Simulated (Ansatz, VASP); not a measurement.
Sn3Se: VASP beside Ansatz

```
Sn Se
1.0
     0.00000    3.78226    3.78226
     3.78226    0.00000    3.78226
     3.78226    3.78226    0.00000
Sn Se
3 1
Cartesian
  3.7823 3.7823 3.7823
  5.6734 5.6734 5.6734
  1.8911 1.8911 1.8911
  0.0000 0.0000 0.0000
```

Change from the starting cell: volume scaled by 1.04.

Alike in both runs: task single point; functional LDA; k mesh 6 × 6 × 6; occupations fermi-dirac, width 0.05 eV; no spin polarisation.

|  | VASP | Ansatz |
| --- | --- | --- |
| version | VASP 6.6.1 | Ansatz 0.2.0 |
| potentials or method | VASP PAW LDA potentials, release 64 (Sn_d, Se), cutoff 520 eV | all-electron LAPW, scalar-relativistic |

|  | VASP | Ansatz | Ansatz less VASP |
| --- | --- | --- | --- |
| gap on the k mesh at the Fermi level (eV) | none | none | - |
| pressure (GPa) | -5.9 | -5.9 | +0.02 |

LDA's correlation is that of Perdew and Zunger in VASP and of Perdew and Wang (1992) in Ansatz. A gap of «none» marks a metal or a gap that the smearing closes. Ansatz ran all-electron here, and VASP with PAW potentials.
